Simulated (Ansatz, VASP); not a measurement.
## Ta: VASP beside Ansatz

File INCAR:

```
ALGO = Normal
EDIFF = 1E-6
ENCUT = 520
GGA = PE
ISIF = 2
ISMEAR = 0
LASPH = True
LCHARG = False
LREAL = False
LWAVE = False
NBANDS = 12
NELM = 80
PREC = Accurate
SIGMA = 0.15
```

KPOINTS

```
k-points
0
Gamma
  20 20 20
```

POSCAR

```
Ta
1.0
   -1.6512800000      1.6512800000      1.7008184000
    1.6512800000     -1.6512800000      1.7008184000
    1.6512800000      1.6512800000     -1.7008184000
Ta
1
Direct
    0.0000000000      0.0000000000      0.0000000000
```

Input for Ansatz:

```yaml
crystal:
  lattice:
    - [-1.65128, 1.65128, 1.7008184]
    - [1.65128, -1.65128, 1.7008184]
    - [1.65128, 1.65128, -1.7008184]
  atoms:
    - { symbol: Ta, position: [0.0, 0.0, 0.0] }
basis:
  ecutwfc: 420
kpoints:
  mp_grid: { grid: [20, 20, 20] }
hamiltonian:
  xc: pbe
scf:
  occupations: { method: gaussian, width: 0.15 }
output:
  forces: true
  stress: true
  eigenvalues: true
```

Change from the starting cell: strain +0.000 along x and y, +0.030 along z, atoms carried along.

Alike in both runs: task single point; functional PBE; k mesh 20 × 20 × 20; occupations gaussian, width 0.15 eV; no spin polarisation.

|  | VASP | Ansatz |
| --- | --- | --- |
| version | VASP 6.6.1 | Ansatz 0.2.0 |
| potentials or method | VASP PAW PBE potentials, release 64 (Ta_pv), cutoff 520 eV | scalar-relativistic, plane waves, PAW |
| valence electrons in the cell | 11 | 13 |

|  | VASP | Ansatz | Ansatz less VASP |
| --- | --- | --- | --- |
| gap on the k mesh at the Fermi level (eV) | none | none | - |
| pressure (GPa) | -2.5 | -2.6 | -0.07 |
| traceless stress, the component that is largest in VASP (GPa) | -2.11 | -2.11 | -0.005 |

A gap of «none» marks a metal or a gap that the smearing closes. The functional is the same, so the differences come from potentials, cutoffs and numerics. VASP's potentials hold 11 valence electrons a cell and Ansatz's 13, so a difference there can come from the potentials and not from the codes.

Neither program's run includes spin-orbit coupling.
